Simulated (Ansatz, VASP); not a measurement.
**One calculation of K3Pb2Au3, two programs**

The input INCAR:

```
SYSTEM = K3Pb2Au3
  PREC = Accurate
  ENCUT = 520
  EDIFF = 1E-6
  ISMEAR = -1
  SIGMA = 0.1
  LREAL = .FALSE.
  LASPH = .TRUE.
  NELM = 60
  ALGO = Normal
  ISIF = 2
  LWAVE = .FALSE.
  LCHARG = .FALSE.
  GGA = RE
  NBANDS = 54
```

The input KPOINTS:

```
Automatic mesh
0
G
  4 4 4
  0 0 0
```

Contents of POSCAR:

```
K3Pb2Au3
1.0
    3.2052170000      5.5515960000      0.0000000000
   -3.2052170000      5.5515960000      0.0000000000
   -3.2052170000      1.8505290000      7.1934550000
K Au Pb
3 3 2
Direct
    0.5000000000      0.0000000000      0.5000000000
    0.0813000000      0.8374000000      0.2439000000
    0.9187000000      0.1626000000      0.7561000000
    0.5000000000      0.5000000000      0.0000000000
    0.0000000000      0.5000000000      0.0000000000
    0.5000000000      0.0000000000      0.0000000000
    0.2471000000      0.5058000000      0.7413000000
    0.7529000000      0.4942000000      0.2587000000
```

Input for Ansatz:

```yaml
crystal:
  lattice:
    - [3.205217, 5.551596, 0.0]
    - [-3.205217, 5.551596, 0.0]
    - [-3.205217, 1.850529, 7.193455]
  atoms:
    - { symbol: K, position: [0.5, 0.0, 0.5] }
    - { symbol: K, position: [0.0813, 0.8374, 0.2439] }
    - { symbol: K, position: [0.9187, 0.1626, 0.7561] }
    - { symbol: Au, position: [0.5, 0.5, 0.0] }
    - { symbol: Au, position: [0.0, 0.5, 0.0] }
    - { symbol: Au, position: [0.5, 0.0, 0.0] }
    - { symbol: Pb, position: [0.2471, 0.5058, 0.7413] }
    - { symbol: Pb, position: [0.7529, 0.4942, 0.2587] }
  symmetry: { tolerance: 0.0003 }
kpoints:
  mp_grid: { grid: [4, 4, 4], shift: [0, 0, 0] }
magnetization:
  spin_polarized: false
scf:
  occupations: { method: fermi_dirac }
  algorithm: density_mixing
hamiltonian:
  pseudopotentials: { kind: paw }
  xc: revpbe
basis:
  ecutwfc: 420
  ecutrho_ratio: 6
output:
  forces: true
  stress: true
  eigenvalues: true
```

Alike in both runs: task single point; functional revPBE; k mesh 4 × 4 × 4; no spin polarisation.

|  | VASP | Ansatz |
| --- | --- | --- |
| version | VASP 6.6.1 | Ansatz 0.2.0 |
| potentials or method | VASP PAW PBE potentials, release 64 (K_sv, Au, Pb_d), cutoff 520 eV | PAW plane waves |
| occupations | fermi-dirac, width 0.1 eV | fermi-dirac |
| valence electrons in the cell | 88 | 112 |

|  | VASP | Ansatz | Ansatz less VASP |
| --- | --- | --- | --- |
| gap on the k mesh at the Fermi level (eV) | none | none | - |
| pressure (GPa) | 5.6 | 5.6 | +0.02 |
| traceless stress, the component that is largest in VASP (GPa) | 1.29 | 1.30 | +0.004 |
| rms of the force components (eV/Å) | 0.840 | 0.839 | -0.0014 |

VASP's potentials were made for PBE, not for revPBE. Atom by atom the forces differ by 0.001 eV/Å (rms over components). A gap of «none» marks a metal or a gap that the smearing closes. VASP's potentials hold 88 valence electrons a cell and Ansatz's 112, so a difference there can come from the potentials and not from the codes. Ansatz's warnings: structure snapped to symmetry.

Spin-orbit coupling is off throughout.
